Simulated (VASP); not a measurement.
Write the native input for VASP 6.6.1 that does the following.

- Task: single point
- Functional: PBE
- Potentials or basis: VASP PAW PBE potentials, release 64 (Hf_pv, N)
- Cutoff: 520 eV
- k mesh: 16 × 16 × 16
- Occupations: fermi-dirac, width 0.08 eV
- Spin: no spin polarisation
- Dipole correction: no
- Further INCAR settings: ALGO = Normal; EDIFF = 1e-07; NBANDS = 14

The structure of HfN (zincblende type) lies in POSCAR:

```
HfN
1.0
    0.0000000000      2.1222214666      2.1222214666
    2.1222214666      0.0000000000      2.1222214666
    2.1222214666      2.1222214666      0.0000000000
Hf N
1 1
Direct
    0.0000000000      0.0000000000      0.0000000000
    0.2500000000      0.2500000000      0.2500000000
```

One way to write it, as run:

INCAR

```
PREC = Accurate
ENCUT = 520
EDIFF = 1E-7
ISMEAR = -1
SIGMA = 0.08
LREAL = False
LASPH = True
NELM = 80
ALGO = Normal
ISIF = 2
LWAVE = False
LCHARG = True
GGA = PE
LELF = True
LVHAR = True
NBANDS = 14
```

KPOINTS

```
Automatic mesh
0
Gamma
  16 16 16
```

Potentials or basis: VASP PAW PBE potentials, release 64 (Hf_pv, N).

Run with:

```bash
$ cat potpaw_PBE.64/Hf_pv/POTCAR potpaw_PBE.64/N/POTCAR > POTCAR
$ mpirun -np 1 vasp_std > vasp.out
```

It gave:

The pressure is 203.3 GPa.

It took 16 s on 1 thread of Intel Xeon 6975P-C, with other jobs on the host, peak memory 0.17 GiB.
